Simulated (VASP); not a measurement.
# AgCl (P2_1/m) in VASP: single point with LDA

Aim: the single point of AgCl with LDA.

Everything below comes from runs of VASP 6.6.1. Logs are shortened: lines on timing, memory, paths and dates and some standing lists are left out, and cuts for length are marked.

### Step 1. The cell of the first run

It takes space group P2_1/m (No. 11, monoclinic). Conventional cell: a = 3.530 Å, b = 4.011 Å, c = 5.243 Å, α = 90.00°, β = 100.69°, γ = 90.00°. Within 3.7 Å of Ag (site symmetry m) lie 7 Cl at 2.55 to 3.61 Å and 4 Ag at 3.03 to 3.53 Å. Within 3.8 Å of Cl (site symmetry m) lie 7 Ag at 2.55 to 3.61 Å and 8 Cl at 3.40 to 3.72 Å.

### Step 2. Single point, LDA, non-collinear spin, zero start, spin-orbit coupling

The input, INCAR:

```
SYSTEM = AgCl
PREC = Accurate
ENCUT = 520
EDIFF = 1E-6
ISMEAR = -1
SIGMA = 0.01
LREAL = .FALSE.
LASPH = .TRUE.
NELM = 150
ALGO = Normal
ISIF = 2
LWAVE = .FALSE.
LCHARG = .TRUE.
MAGMOM = 0 0 0 0 0 0 0 0 0 0 0 0
LORBIT = 11
LSORBIT = .TRUE.
GGA_COMPAT = .FALSE.
LORBMOM = .TRUE.
LMAXMIX = 4
LVHAR = .TRUE.
NBANDS = 50
```

The input, KPOINTS:

```
regular mesh
0
G
  6 6 4
  0 0 0
```

The input, POSCAR:

```
AgCl
1.0
    3.5300000000      0.0000000000      0.0000000000
    0.0000000000      4.0110000000      0.0000000000
   -0.9725508841      0.0000000000      5.1520087129
Ag Cl
2 2
Direct
    0.1570000000      0.2500000000      0.2100000000
    0.8430000000      0.7500000000      0.7900000000
    0.3080000000      0.2500000000      0.7050000000
    0.6920000000      0.7500000000      0.2950000000
```

Potentials or basis: VASP PAW LDA potentials, release 64 (Ag, Cl).

Command:

```sh
$ cat potpaw_LDA.64/Ag/POTCAR potpaw_LDA.64/Cl/POTCAR > POTCAR
$ mpirun -np 1 vasp_ncl > vasp.out
```

OUTCAR:

```text
SYSTEM = AgCl
   PREC = Accurate
   ENCUT = 520
   EDIFF = 1E-6
   ISMEAR = -1
   LREAL = .FALSE.
   LASPH = .TRUE.
   NELM = 150
   ISIF = 2
   LORBIT = 11
   LSORBIT = .TRUE.

 ion  position               nearest neighbor table
   1  0.157  0.250  0.210-   3 2.55   4 2.68   4 2.68   4 2.73   4 2.73   3 2.80   2 3.03   2 3.03

   2  0.843  0.750  0.790-   4 2.55   3 2.68   3 2.68   3 2.73   3 2.73   4 2.80   1 3.03   1 3.03

   3  0.308  0.250  0.705-   1 2.55   2 2.68   2 2.68   2 2.73   2 2.73   1 2.80
   4  0.692  0.750  0.295-   2 2.55   1 2.68   1 2.68   1 2.73   1 2.73   2 2.80

  LATTYP: Found a simple monoclinic cell.
 ALAT       =     3.5300000000
 B/A-ratio  =     1.1362606232
 C/A-ratio  =     1.4852691218
 COS(beta)  =    -0.1854951143

  Lattice vectors:

 A1 = (   3.5300000000,   0.0000000000,   0.0000000000)
 A2 = (   0.0000000000,   4.0110000000,   0.0000000000)
 A3 = (  -0.9725508841,   0.0000000000,   5.1520087129)

Analysis of symmetry for initial positions (statically):
=====================================================================
 Subroutine PRICEL returns:
 Original cell was already a primitive cell.

 Routine SETGRP: Setting up the symmetry group for a
 simple monoclinic supercell.

 Subroutine GETGRP returns: Found  4 space group operations
 (whereof  2 operations were pure point group operations)
 out of a pool of  4 trial point group operations.

The static configuration has the point symmetry S_2 .
 The point group associated with its full space group is C_2h.

Analysis of symmetry for dynamics (positions and initial velocities):
=====================================================================
 Subroutine PRICEL returns:
 Original cell was already a primitive cell.

 Routine SETGRP: Setting up the symmetry group for a
 simple monoclinic supercell.

 Subroutine GETGRP returns: Found  4 space group operations
 (whereof  2 operations were pure point group operations)
 out of a pool of  4 trial point group operations.

The dynamic configuration has the point symmetry S_2 .
 The point group associated with its full space group is C_2h.

Analysis of structural, dynamic, and magnetic symmetry:
=====================================================================
 Subroutine PRICEL returns:
 Original cell was already a primitive cell.

 Routine SETGRP: Setting up the symmetry group for a
 simple monoclinic supercell.

 Subroutine GETGRP returns: Found  4 space group operations
 (whereof  2 operations were pure point group operations)
 out of a pool of  4 trial point group operations.

The overall configuration has the point symmetry S_2 .
 The point group associated with its full space group is C_2h.

 Subroutine INISYM returns: Found  4 space group operations
 (whereof  2 operations are pure point group operations),
 and found     1 'primitive' translations

----------------------------------------------------------------------------------------

                                     Primitive cell

  volume of cell :      72.9464

  direct lattice vectors                    reciprocal lattice vectors
     3.530000000  0.000000000  0.000000000     0.283286119  0.000000000  0.053476262
     0.000000000  4.011000000  0.000000000     0.000000000  0.249314385  0.000000000
    -0.972550884  0.000000000  5.152008713     0.000000000  0.000000000  0.194099051

  length of vectors
     3.530000000  4.011000000  5.243000000     0.288289326  0.249314385  0.194099051

  position of ions in fractional coordinates (direct lattice)
     0.157000000  0.250000000  0.210000000
     0.843000000  0.750000000  0.790000000
     0.308000000  0.250000000  0.705000000
     0.692000000  0.750000000  0.295000000

  ion indices of the primitive-cell ions
   primitive index   ion index
                 1           1
                 2           2
                 3           3
                 4           4

[... 117 lines left out ...]
  ---------------------------------------------------
  ext. energy  EPLUGINS =         0.00000000
  ---------------------------------------------------
  free energy    TOTEN  =       -13.49357606 eV

  energy without entropy =      -13.49357606  energy(sigma->0) =      -13.49357606

 E-fermi :   5.6355     XC(G=0): -11.2941

 val. band max:        5.3759858653   @ k =   0.5000   0.0000   0.5000
 cond. band min:       5.8983066285   @ k =   0.0000   0.0000   0.0000
 fundamental gap:      0.5223207633
 Fermi energy:         5.6355372528

 k-point     1 :       0.0000    0.0000    0.0000
  band No.  band energies     occupation
      1     -10.3484      1.00000
      2     -10.3484      1.00000
      3      -9.4087      1.00000
      4      -9.4087      1.00000
      5      -0.0069      1.00000
      6      -0.0069      1.00000
[... 1213 lines left out ...]
     47      14.5970      0.00000
     48      14.5970      0.00000

 [... further k-points ...]

 [bands above 48 left out]

------------------------ aborting loop because EDIFF is reached ----------------------------------------

  FORCE on cell =-STRESS in cart. coord.  units (eV):
  Direction    XX          YY          ZZ          XY          YZ          ZX
  --------------------------------------------------------------------------------------
  -------------------------------------------------------------------------------------
  Total        0.7430406     -0.0166390      0.8091007      0.0000000      0.0000000      0.1661391
  in kB       16.3199627     -0.3654560     17.7708916      0.0000000      0.0000000      3.6490389
  external PRESSURE =      11.2417994 kB  Pullay stress =       0.0000000 kB

 VOLUME and BASIS-vectors are now :
 -----------------------------------------------------------------------------
  energy-cutoff  :      520.00
  volume of cell :       72.95
      direct lattice vectors                 reciprocal lattice vectors
     3.530000000  0.000000000  0.000000000     0.283286119  0.000000000  0.053476262
     0.000000000  4.011000000  0.000000000     0.000000000  0.249314385  0.000000000
    -0.972550884  0.000000000  5.152008713     0.000000000  0.000000000  0.194099051

 POSITION                                       TOTAL-FORCE (eV/Angst)
 -----------------------------------------------------------------------------------
      0.34997      1.00275      1.08192         0.012974      0.000000     -0.490725
      2.20747      3.00825      4.07009        -0.012974     -0.000000      0.490725
      0.40159      1.00275      3.63217        -0.011406      0.000000      0.831329
      2.15586      3.00825      1.51984         0.011406      0.000000     -0.831329
 -----------------------------------------------------------------------------------
    total drift:                               -0.000000     -0.000000      0.000000

  FREE ENERGIE OF THE ION-ELECTRON SYSTEM (eV)
  ---------------------------------------------------
  free  energy   TOTEN  =       -13.4935760638 eV

  energy  without entropy=      -13.4935760638  energy(sigma->0) =      -13.49357606

 orbital moment (x)

 # of ion     p       d       tot
 ----------------------------------------
  1         0.000   0.000   0.000
  2         0.000   0.000   0.000
  3         0.000   0.000   0.000
  4         0.000   0.000   0.000
 ----------------------------------------
            0.000   0.000   0.000

 orbital moment (y)

 # of ion     p       d       tot
 ----------------------------------------
  1        -0.000   0.000   0.000
  2        -0.000   0.000   0.000
  3        -0.000   0.000  -0.000
  4        -0.000   0.000  -0.000
 ----------------------------------------
           -0.000   0.000  -0.000

 orbital moment (z)

 # of ion     p       d       tot
 ----------------------------------------
  1         0.000   0.000   0.000
  2         0.000   0.000   0.000
  3         0.000   0.000   0.000
  4         0.000   0.000   0.000
 ----------------------------------------
            0.000   0.000   0.000

 Spin-Orbit-Coupling matrix elements

 Ion:    1  E_soc:     -0.0431427
 l=   1
     0.0000000    -0.0012958    -0.0011912
    -0.0012958     0.0000000    -0.0012172
    -0.0011912    -0.0012172     0.0000000
 l=   2
     0.0000000    -0.0012183     0.0000000    -0.0011523    -0.0045686
    -0.0012183     0.0000000    -0.0036688    -0.0012729    -0.0012374
     0.0000000    -0.0036688     0.0000000    -0.0035148     0.0000000
    -0.0011523    -0.0012729    -0.0035148     0.0000000    -0.0012338
    -0.0045686    -0.0012374     0.0000000    -0.0012338     0.0000000
 l=   3
     0.0000000     0.0000000     0.0000000     0.0000000     0.0000000     0.0000000     0.0000000
     0.0000000     0.0000000     0.0000000     0.0000000     0.0000000     0.0000000     0.0000000
     0.0000000     0.0000000     0.0000000     0.0000000     0.0000000     0.0000000     0.0000000
     0.0000000     0.0000000     0.0000000     0.0000000     0.0000000     0.0000000     0.0000000
[... 49 lines left out ...]
 l=   2
     0.0000000     0.0000000     0.0000000     0.0000000     0.0000000
     0.0000000     0.0000000     0.0000000     0.0000000     0.0000000
     0.0000000     0.0000000     0.0000000     0.0000000     0.0000000
     0.0000000     0.0000000     0.0000000     0.0000000     0.0000000
     0.0000000     0.0000000     0.0000000     0.0000000     0.0000000
 l=   3
     0.0000000     0.0000000     0.0000000     0.0000000     0.0000000     0.0000000     0.0000000
     0.0000000     0.0000000     0.0000000     0.0000000     0.0000000     0.0000000     0.0000000
     0.0000000     0.0000000     0.0000000     0.0000000     0.0000000     0.0000000     0.0000000
     0.0000000     0.0000000     0.0000000     0.0000000     0.0000000     0.0000000     0.0000000
     0.0000000     0.0000000     0.0000000     0.0000000     0.0000000     0.0000000     0.0000000
     0.0000000     0.0000000     0.0000000     0.0000000     0.0000000     0.0000000     0.0000000
     0.0000000     0.0000000     0.0000000     0.0000000     0.0000000     0.0000000     0.0000000

 total charge

# of ion       s       p       d       tot
------------------------------------------
    1        0.252   0.205   9.325   9.783
    2        0.252   0.205   9.325   9.783
    3        1.605   3.452   0.000   5.057
    4        1.605   3.452   0.000   5.057
--------------------------------------------------
tot          3.715   7.315  18.650  29.679

 magnetization (x)

# of ion       s       p       d       tot
------------------------------------------
    1        0.000   0.000   0.000   0.000
    2        0.000   0.000   0.000   0.000
    3        0.000   0.000   0.000   0.000
    4        0.000   0.000   0.000   0.000
--------------------------------------------------
tot          0.000   0.000   0.000   0.000

 magnetization (y)

# of ion       s       p       d       tot
------------------------------------------
    1       -0.000  -0.000   0.000   0.000
    2       -0.000  -0.000   0.000   0.000
    3       -0.000  -0.000   0.000  -0.000
    4       -0.000  -0.000   0.000  -0.000
--------------------------------------------------
tot         -0.000  -0.000   0.000  -0.000

 magnetization (z)

# of ion       s       p       d       tot
------------------------------------------
    1        0.000   0.000   0.000   0.000
    2        0.000   0.000   0.000   0.000
    3        0.000   0.000   0.000   0.000
    4        0.000   0.000   0.000   0.000
--------------------------------------------------
tot          0.000   0.000   0.000   0.000
```

Wall time 9.9 min (1 thread of Intel Xeon 8259CL, shared host); peak memory 0.43 GiB.

What came out:

```
Free energy                                           : -13.4936 eV
Pressure                                              : 1.1 GPa
Largest force                                         : 0.831 eV/Å
Net moment                                            : 0.00 μB per cell
Valence electrons inside the program's atomic spheres : Ag 9.78; Cl 5.06
```

Forces in eV/Å, atoms in the order of the input:
```
Ag   0.013  0.000 -0.491
Ag  -0.013  0.000  0.491
Cl  -0.011  0.000  0.831
Cl   0.011  0.000 -0.831
```

Moments on the atoms (μB; x, y, z):
```
Ag  0.00 0.00 0.00
Ag  0.00 0.00 0.00
Cl  0.00 0.00 0.00
Cl  0.00 0.00 0.00
```
